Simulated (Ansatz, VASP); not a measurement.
One calculation of Al2Cu, two programs

```
CELL_PARAMETERS angstrom
-3.09300 3.09300 2.48633
3.09300 -3.09300 2.48633
3.09300 3.09300 -2.48633
ATOMIC_POSITIONS crystal
Al 0.65874 0.15874 0.81748
Al 0.15874 0.34126 0.50000
Al 0.34126 0.84126 0.18252
Al 0.84126 0.65874 0.50000
Cu 0.25000 0.25000 0.00000
Cu 0.75000 0.75000 0.00000
```

Change from the starting cell: volume scaled by 1.06, ions relaxed.

Alike in both runs: functional PBE; k mesh 12 × 12 × 12; occupations fermi-dirac, width 0.05 eV; no spin polarisation.

Ansatz relaxed the structure, and its values are those at the end. VASP's run is a single point on that final structure, the one shown.

|  | VASP | Ansatz |
| --- | --- | --- |
| version | VASP 6.6.1 | Ansatz 0.2.0 |
| potentials or method | VASP PAW PBE potentials, release 64 (Al, Cu) | plane-wave PAW, scalar-relativistic |
| plane-wave cutoff (eV) | 520 | 420 |
| valence electrons in the cell | 34 | 50 |

VASP gave:

* pressure (GPa): -5.2

Problem. Which values does Ansatz return?

Solution. Pressure (GPa): -5.3.

VASP's potentials hold 34 valence electrons a cell and Ansatz's 50, so a difference there can come from the potentials and not from the codes. Ansatz's warnings: stress scf threshold loose.
